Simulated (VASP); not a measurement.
# SnO (P4/nmm) in VASP: further runs, part 3 of 3

VASP 6.6.1.

### Step 5. Electric field gradients, PBE (zz strain of -3 %)

The input, INCAR:

```
SYSTEM = SnO
PREC = Accurate
ENCUT = 520
EDIFF = 1E-8
ISMEAR = -1
SIGMA = 0.01
LREAL = .False.
LASPH = .True.
NELM = 60
ALGO = Normal
ISIF = 2
LWAVE = .False.
LCHARG = .False.
GGA = PE
LEFG = .True.
NBANDS = 28
```

The input, KPOINTS:

```
regular mesh
0
Gamma
  8 8 6
  0 0 0
```

The input, POSCAR:

```
SnO
1.0
    3.8020000000      0.0000000000      0.0000000000
    0.0000000000      3.8020000000      0.0000000000
    0.0000000000      0.0000000000      4.6909200000
Sn O
2 2
Direct
    0.0000000000      0.5000000000      0.2385000000
    0.5000000000      0.0000000000      0.7615000000
    0.0000000000      0.0000000000      0.0000000000
    0.5000000000      0.5000000000      0.0000000000
```

Potentials or basis: VASP PAW PBE potentials, release 64 (Sn_d, O).

The run is started by

```
$ cat potpaw_PBE.64/Sn_d/POTCAR potpaw_PBE.64/O/POTCAR > POTCAR
$ mpirun -np 1 vasp_std > vasp.out
```

OUTCAR:

```text
SYSTEM = SnO
   PREC = Accurate
   ENCUT = 520
   EDIFF = 1E-8
   ISMEAR = -1
   LREAL = .False.
   LASPH = .True.
   NELM = 60
   ISIF = 2
   GGA = PE

 ion  position               nearest neighbor table
   1  0.000  0.500  0.239-   3 2.21   4 2.21   3 2.21   4 2.21   2 3.50   2 3.50   2 3.50   2 3.50
                             2 3.64   2 3.64   2 3.64   2 3.64
   2  0.500  0.000  0.761-   3 2.21   4 2.21   4 2.21   3 2.21   1 3.50   1 3.50   1 3.50   1 3.50
                             1 3.64   1 3.64   1 3.64   1 3.64
   3  0.000  0.000  0.000-   1 2.21   2 2.21   1 2.21   2 2.21
   4  0.500  0.500  0.000-   1 2.21   2 2.21   2 2.21   1 2.21

  LATTYP: Found a simple tetragonal cell.
 ALAT       =     3.8020000000
 C/A-ratio  =     1.2338032614

  Lattice vectors:

 A1 = (   3.8020000000,   0.0000000000,   0.0000000000)
 A2 = (   0.0000000000,   3.8020000000,   0.0000000000)
 A3 = (   0.0000000000,   0.0000000000,   4.6909200000)

Analysis of symmetry for initial positions (statically):
=====================================================================
 Subroutine PRICEL returns:
 Original cell was already a primitive cell.

 Routine SETGRP: Setting up the symmetry group for a
 simple tetragonal supercell.

 Subroutine GETGRP returns: Found 16 space group operations
 (whereof  8 operations were pure point group operations)
 out of a pool of 16 trial point group operations.

The static configuration has the point symmetry D_2d.
 The point group associated with its full space group is D_4h.

Analysis of symmetry for dynamics (positions and initial velocities):
=====================================================================
 Subroutine PRICEL returns:
 Original cell was already a primitive cell.

 Routine SETGRP: Setting up the symmetry group for a
 simple tetragonal supercell.

 Subroutine GETGRP returns: Found 16 space group operations
 (whereof  8 operations were pure point group operations)
 out of a pool of 16 trial point group operations.

The dynamic configuration has the point symmetry D_2d.
 The point group associated with its full space group is D_4h.

 Subroutine INISYM returns: Found 16 space group operations
 (whereof  8 operations are pure point group operations),
 and found     1 'primitive' translations

----------------------------------------------------------------------------------------

                                     Primitive cell

  volume of cell :      67.8082

  direct lattice vectors                    reciprocal lattice vectors
     3.802000000  0.000000000  0.000000000     0.263019463  0.000000000  0.000000000
     0.000000000  3.802000000  0.000000000     0.000000000  0.263019463  0.000000000
     0.000000000  0.000000000  4.690920000     0.000000000  0.000000000  0.213177799

  length of vectors
     3.802000000  3.802000000  4.690920000     0.263019463  0.263019463  0.213177799

  position of ions in fractional coordinates (direct lattice)
     0.000000000  0.500000000  0.238500000
     0.500000000  0.000000000  0.761500000
[... 89 lines left out ...]
   POTIM  = 0.5000    time-step for ionic-motion
   TEBEG  =    0.0;   TEEND  =   0.0 temperature during run
   PSTRESS=    0.0 pullay stress
   NELECT =      40.0000    total number of electrons
   NUPDOWN=      -1.0000    fix difference up-down
   EMIN   =  10.00;   EMAX   =-10.00  energy-range for DOS
   EFERMI =   0.00;   METHOD = LEGACY
   ISMEAR =    -1;   SIGMA  =   0.01  broadening in eV -4-tet -1-fermi 0-gaus
   EFERMI_NEDOS =   21; number of points for ismear=-14 and -15
   IALGO  =     38    algorithm
   IMIX   =      4    mixing-type and parameters
     AMIX     =   0.40;   BMIX     =  1.00
     AMIX_MAG =   1.60;   BMIX_MAG =  1.00
  volume/ion in A,a.u.               =      16.95       114.40
  Fermi-wavevector in a.u.,A,eV,Ry     =   1.372990  2.594575 25.648368  1.885102
  Thomas-Fermi vector in A             =   2.498547
   LORBIT       =      0    0 simple, 1 ext, 2 COOP (PROOUT), +10 PAW based schemes
   GGA     = PE    functional components
[... 5 lines left out ...]
 non-spin polarized calculation
  energy-cutoff  :      520.00
  volume of cell :       67.81
 maximum number of plane-waves:      1842
   NGX = 15   NGY = 15   NGZ = 17

 number of electron      39.9999998 magnetization

 Free energy of the ion-electron system (eV)
  ---------------------------------------------------
  ext. energy  EPLUGINS =         0.00000000
  ---------------------------------------------------
  free energy    TOTEN  =       -22.59573458 eV

  energy without entropy =      -22.59566733  energy(sigma->0) =      -22.59570095

 E-fermi :   7.6075     XC(G=0): -10.4319

 val. band max:        7.5727918293   @ k =   0.1250   0.0000   0.0000
 cond. band min:       7.6322639056   @ k =   0.5000   0.5000   0.0000
 fundamental gap:      0.0594720763
 Fermi energy:         7.6074993658

 k-point     1 :       0.0000    0.0000    0.0000
  band No.  band energies     occupation
      1     -14.5506      2.00000
      2     -14.0474      2.00000
      3     -14.0474      2.00000
      4     -14.0278      2.00000
      5     -13.9903      2.00000
      6     -13.9892      2.00000
[... 733 lines left out ...]
     27      16.2881      0.00000
     28      16.2881      0.00000

 [... further k-points ...]

------------------------ aborting loop because EDIFF is reached ----------------------------------------

  FORCE on cell =-STRESS in cart. coord.  units (eV):
  Direction    XX          YY          ZZ          XY          YZ          ZX
  --------------------------------------------------------------------------------------
  -------------------------------------------------------------------------------------
  Total        3.0702773      3.0702773      3.1169058      0.0000000     -0.0000000      0.0000000
  in kB       72.5447410     72.5447410     73.6464813      0.0000000     -0.0000000      0.0000000
  external PRESSURE =      72.9119877 kB  Pullay stress =       0.0000000 kB

 VOLUME and BASIS-vectors are now :
 -----------------------------------------------------------------------------
  energy-cutoff  :      520.00
  volume of cell :       67.81
      direct lattice vectors                 reciprocal lattice vectors
     3.802000000  0.000000000  0.000000000     0.263019463  0.000000000  0.000000000
     0.000000000  3.802000000  0.000000000     0.000000000  0.263019463  0.000000000
     0.000000000  0.000000000  4.690920000     0.000000000  0.000000000  0.213177799

 POSITION                                       TOTAL-FORCE (eV/Angst)
 -----------------------------------------------------------------------------------
      0.00000      1.90100      1.11878        -0.000000     -0.000000      0.989894
      1.90100      0.00000      3.57214         0.000000      0.000000     -0.989894
      0.00000      0.00000      0.00000        -0.000000      0.000000     -0.000000
      1.90100      1.90100      0.00000        -0.000000      0.000000     -0.000000
 -----------------------------------------------------------------------------------
    total drift:                                0.000000      0.000000      0.000000

  FREE ENERGIE OF THE ION-ELECTRON SYSTEM (eV)
  ---------------------------------------------------
  free  energy   TOTEN  =       -22.5957345783 eV

  energy  without entropy=      -22.5956673252  energy(sigma->0) =      -22.59570095

 Electric field gradients (V/A^2)
---------------------------------------------------------------------
 ion       V_xx      V_yy      V_zz      V_xy      V_xz      V_yz
---------------------------------------------------------------------
   1      81.115    81.115  -162.231    -0.000    -0.000    -0.000
   2      81.115    81.115  -162.231    -0.000     0.000    -0.000
   3       2.844     2.844    -5.689     0.000    -0.000    -0.000
   4       2.844     2.844    -5.689     0.000     0.000    -0.000
---------------------------------------------------------------------

 Electric field gradients after diagonalization (V/A^2)
 (convention: |V_zz| > |V_xx| > |V_yy|)
----------------------------------------------------------------------
 ion       V_xx      V_yy      V_zz     asymmetry (V_yy - V_xx)/ V_zz
----------------------------------------------------------------------
   1      81.115    81.115  -162.231       0.000
   2      81.115    81.115  -162.231       0.000
   3       2.844     2.844    -5.689       0.000
   4       2.844     2.844    -5.689       0.000
----------------------------------------------------------------------

           NMR quadrupolar parameters

 Cq : quadrupolar parameter    Cq=e*Q*V_zz/h
 eta: asymmetry parameters     (V_yy - V_xx)/ V_zz
 Q  : nuclear electric quadrupole moment in mb (millibarn)
----------------------------------------------------------------------
 ion       Cq(MHz)       eta       Q (mb)
----------------------------------------------------------------------
   1      -0.392       0.000       1.000
   2      -0.392       0.000       1.000
   3      -0.014       0.000       1.000
   4      -0.014       0.000       1.000
----------------------------------------------------------------------
```

OSZICAR:

```text
N       E                     dE             d eps       ncg     rms          rms(c)
DAV:   1     0.421303204189E+03    0.42130E+03   -0.19883E+04  3432   0.221E+03
DAV:   2     0.371763483749E+02   -0.38413E+03   -0.36829E+03  3504   0.542E+02
DAV:   3    -0.232516106591E+02   -0.60428E+02   -0.59293E+02  3840   0.181E+02
[... 11 lines left out ...]
DAV:  15    -0.225957344433E+02   -0.13759E-06   -0.21050E-07  4344   0.361E-03    0.242E-03
DAV:  16    -0.225957345421E+02   -0.98757E-07   -0.12187E-07  4424   0.341E-03    0.548E-04
DAV:  17    -0.225957346046E+02   -0.62468E-07   -0.18991E-08  2940   0.886E-04    0.281E-04
DAV:  18    -0.225957345862E+02    0.18415E-07   -0.15447E-09  1712   0.329E-04    0.117E-04
DAV:  19    -0.225957345783E+02    0.78526E-08   -0.13380E-09  1704   0.381E-04
   1 F= -.22595735E+02 E0= -.22595701E+02  d E =-.672531E-04
```

Wall time 98 s (1 thread of Intel Xeon Platinum 8259CL at 2.50GHz (Skylake/Cascade Lake), shared host); peak memory 0.23 GiB.

Results:

* Free energy: -22.5957 eV
* Pressure: 7.3 GPa
* Largest force: 0.990 eV/Å
* Band gap on the k mesh: 0.06 eV (least direct gap 1.87 eV)
* Largest electric field gradient by atom: Sn -162.2; O -5.7 V/Å²

Forces in eV/Å, atoms in the order of the input:
```
Sn   0.000  0.000  0.990
Sn   0.000  0.000 -0.990
O    0.000  0.000  0.000
O    0.000  0.000  0.000
```

Stress tensor (GPa, compression positive):
```
7.25 0.00 0.00
0.00 7.25 0.00
0.00 0.00 7.36
```

Electric field gradients, principal values (V/Å²):
```csv
atom,least,middle,greatest (by size)
1 Sn,81.115,81.115,-162.231
2 Sn,81.115,81.115,-162.231
3 O,2.844,2.844,-5.689
4 O,2.844,2.844,-5.689
```

Caveat: the cell differs from its parent crystal (zz strain of -3 %); the cell stands under pressure; semilocal functionals underestimate gaps, and a narrow one can read as zero; without QUAD_EFG the Cq values of the log hold for a quadrupole moment of 1 mb, not for the nuclei; spin-orbit coupling is left out, which moves the levels of the heavy elements. A k mesh can miss the band edges.

### Step 6. Electric field gradients, PBE (16.78 Å³/atom)

This run uses another cell than the first one, of 16.78 Å³/atom.

The input, INCAR:

```
PREC = Accurate
ENCUT = 520
EDIFF = 1E-8
ISMEAR = -1
SIGMA = 0.01
LREAL = F
LASPH = T
NELM = 60
ALGO = Normal
ISIF = 2
LWAVE = F
LCHARG = F
GGA = PE
LEFG = T
NBANDS = 28
```

The input, KPOINTS:

```
regular mesh
0
Gamma
  8 8 6
```

The input, POSCAR:

```
SnO
1.0
    3.7506153226      0.0000000000      0.0000000000
    0.0000000000      3.7506153226      0.0000000000
    0.0000000000      0.0000000000      4.7706406366
Sn O
2 2
Direct
    0.0000000000      0.5000000000      0.2385000000
    0.5000000000      0.0000000000      0.7615000000
    0.0000000000      0.0000000000      0.0000000000
    0.5000000000      0.5000000000      0.0000000000
```

Potentials or basis: VASP PAW PBE potentials, release 64 (Sn_d, O).

The run is started by

```
$ cat potpaw_PBE.64/Sn_d/POTCAR potpaw_PBE.64/O/POTCAR > POTCAR
$ mpirun -np 1 vasp_std > vasp.out
```

OUTCAR:

```text
PREC = Accurate
   ENCUT = 520
   EDIFF = 1E-8
   ISMEAR = -1
   LREAL = F
   LASPH = T
   NELM = 60
   ISIF = 2
   GGA = PE

 ion  position               nearest neighbor table
   1  0.000  0.500  0.239-   3 2.19   4 2.19   3 2.19   4 2.19   2 3.49   2 3.49   2 3.49   2 3.49
                             2 3.64   2 3.64   2 3.64   2 3.64
   2  0.500  0.000  0.761-   3 2.19   4 2.19   4 2.19   3 2.19   1 3.49   1 3.49   1 3.49   1 3.49
                             1 3.64   1 3.64   1 3.64   1 3.64
   3  0.000  0.000  0.000-   1 2.19   2 2.19   1 2.19   2 2.19
   4  0.500  0.500  0.000-   1 2.19   2 2.19   2 2.19   1 2.19

  LATTYP: Found a simple tetragonal cell.
 ALAT       =     3.7506153226
 C/A-ratio  =     1.2719621252

  Lattice vectors:

 A1 = (   3.7506153226,   0.0000000000,   0.0000000000)
 A2 = (   0.0000000000,   3.7506153226,   0.0000000000)
 A3 = (   0.0000000000,   0.0000000000,   4.7706406366)

Analysis of symmetry for initial positions (statically):
=====================================================================
[... 952 lines left out ...]
      0.00000      1.87531      1.13780        -0.000000     -0.000000      1.073108
      1.87531      0.00000      3.63284        -0.000000     -0.000000     -1.073108
      0.00000      0.00000      0.00000        -0.000000      0.000000      0.000000
      1.87531      1.87531      0.00000         0.000000     -0.000000      0.000000
 -----------------------------------------------------------------------------------
    total drift:                                0.000000      0.000000      0.000000

  FREE ENERGIE OF THE ION-ELECTRON SYSTEM (eV)
  ---------------------------------------------------
  free  energy   TOTEN  =       -22.5510236062 eV

  energy  without entropy=      -22.5508536317  energy(sigma->0) =      -22.55093862

 Electric field gradients (V/A^2)
---------------------------------------------------------------------
 ion       V_xx      V_yy      V_zz      V_xy      V_xz      V_yz
---------------------------------------------------------------------
   1      85.789    85.789  -171.577     0.000     0.000     0.000
   2      85.789    85.789  -171.577     0.000     0.000     0.000
   3      -1.357    -1.357     2.714     0.000     0.000    -0.000
   4      -1.357    -1.357     2.714     0.000    -0.000    -0.000
---------------------------------------------------------------------

 Electric field gradients after diagonalization (V/A^2)
 (convention: |V_zz| > |V_xx| > |V_yy|)
----------------------------------------------------------------------
 ion       V_xx      V_yy      V_zz     asymmetry (V_yy - V_xx)/ V_zz
----------------------------------------------------------------------
   1      85.789    85.789  -171.577       0.000
   2      85.789    85.789  -171.577       0.000
   3      -1.357    -1.357     2.714       0.000
   4      -1.357    -1.357     2.714       0.000
----------------------------------------------------------------------

           NMR quadrupolar parameters

 Cq : quadrupolar parameter    Cq=e*Q*V_zz/h
 eta: asymmetry parameters     (V_yy - V_xx)/ V_zz
 Q  : nuclear electric quadrupole moment in mb (millibarn)
----------------------------------------------------------------------
 ion       Cq(MHz)       eta       Q (mb)
----------------------------------------------------------------------
   1      -0.415       0.000       1.000
   2      -0.415       0.000       1.000
   3       0.007       0.000       1.000
   4       0.007       0.000       1.000
----------------------------------------------------------------------
```

OSZICAR:

```text
N       E                     dE             d eps       ncg     rms          rms(c)
DAV:   1     0.420204257348E+03    0.42020E+03   -0.19879E+04  3560   0.222E+03
DAV:   2     0.356825390356E+02   -0.38452E+03   -0.36882E+03  3524   0.552E+02
[... 12 lines left out ...]
DAV:  15    -0.225510234535E+02   -0.13854E-06   -0.20762E-07  4708   0.347E-03    0.219E-03
DAV:  16    -0.225510235473E+02   -0.93822E-07   -0.82992E-08  4348   0.286E-03    0.736E-04
DAV:  17    -0.225510236375E+02   -0.90213E-07   -0.20620E-08  2920   0.985E-04    0.310E-04
DAV:  18    -0.225510236175E+02    0.20018E-07   -0.17123E-09  1720   0.406E-04    0.164E-04
DAV:  19    -0.225510236062E+02    0.11310E-07   -0.14612E-09  1704   0.417E-04    0.514E-05
DAV:  20    -0.225510236062E+02   -0.54570E-11   -0.43022E-10  1704   0.231E-04
   1 F= -.22551024E+02 E0= -.22550939E+02  d E =-.169974E-03
```

Wall time 3.4 min (1 thread of Intel Xeon 8259CL, shared host); peak memory 0.23 GiB.

What came out:

```yaml
Free_energy: -22.5510 eV
Pressure: 9.0 GPa
Largest_force: 1.073 eV/Å
Band_gap_on_the_k_mesh: zero (bands 20 and 21 overlap by 0.13 eV)
Largest_electric_field_gradient_by_atom: Sn -171.6; O +2.7 V/Å²
```

Forces on the atoms (eV/Å):
```
Sn   0.000  0.000  1.073
Sn   0.000  0.000 -1.073
O    0.000  0.000  0.000
O    0.000  0.000  0.000
```

Stress tensor (GPa, compression positive):
```
9.78 0.00 0.00
0.00 9.78 0.00
0.00 0.00 7.55
```

Levels at points of the mesh, in eV from the Fermi level:
```
           k point  band 16  band 17  band 18  band 19  band 20  band 21  band 22  band 23  band 24  band 25
(0.00, 0.00, 0.00)    -6.76    -3.84    -3.52    -3.52     0.01     2.17     4.33     4.65     4.65     5.76
(0.50, 0.00, 0.00)    -5.44    -5.27    -5.27    -2.98    -2.98     3.22     3.22     5.98     5.98     6.08
(0.50, 0.50, 0.00)    -5.59    -2.84    -2.84    -2.01    -2.01    -0.12    -0.12     4.37     4.37     7.39
(0.00, 0.00, 0.50)    -3.91    -3.54    -3.54    -3.03    -2.52     1.63     2.84     2.84     3.68     7.89
(0.50, 0.00, 0.50)    -5.92    -5.23    -5.23    -1.95    -1.95     2.57     2.57     5.44     5.44     6.80
(0.50, 0.50, 0.50)    -6.07    -2.86    -2.86    -2.84    -2.84     2.19     2.19     4.10     4.10     5.65
```

Electric field gradients, principal values (V/Å²):
```
atom   least  middle  greatest (by size)
1 Sn  85.789  85.789            -171.577
2 Sn  85.789  85.789            -171.577
 3 O  -1.357  -1.357               2.714
 4 O  -1.357  -1.357               2.714
```

Caveat: the cell stands under pressure; semilocal functionals underestimate gaps, and a narrow one can read as zero; without QUAD_EFG the Cq values of the log hold for a quadrupole moment of 1 mb, not for the nuclei; spin-orbit coupling is left out, which moves the levels of the heavy elements; forces of over 1 eV/Å act on the atoms, so gaps and moduli don't describe the material at rest.

### Step 7. Summary

```csv
cell,gap on the mesh (eV),pressure (GPa),largest force (eV/Å)
"a = 3.827, b = 3.827, c = 4.868 Å, 4 atoms",0.10,2.5,0.15
"a = 3.877, b = 3.877, c = 4.931 Å, 4 atoms",0.24,-1.0,0.34
"a = 3.802, b = 3.802, c = 4.691 Å, 4 atoms",0.06,7.3,0.99
"a = 3.751, b = 3.751, c = 4.771 Å, 4 atoms",none,9.0,1.07
```

Alike in all rows: task electric field gradients; level PBE; potentials or basis VASP PAW PBE potentials, release 64 (Sn_d, O); no spin polarisation; k mesh 8 × 8 × 6; cutoff (eV) 520; smearing fermi-dirac 0.01 eV.

Caveats: semilocal functionals underestimate gaps, and a narrow one can read as zero; spin-orbit coupling is left out, which moves the levels of the heavy elements; the cell stands under pressure (at least some runs); forces of over 1 eV/Å act on the atoms, so gaps and moduli don't describe the material at rest (at least some runs).

Absolute energies hang on the potentials; compare differences alone.
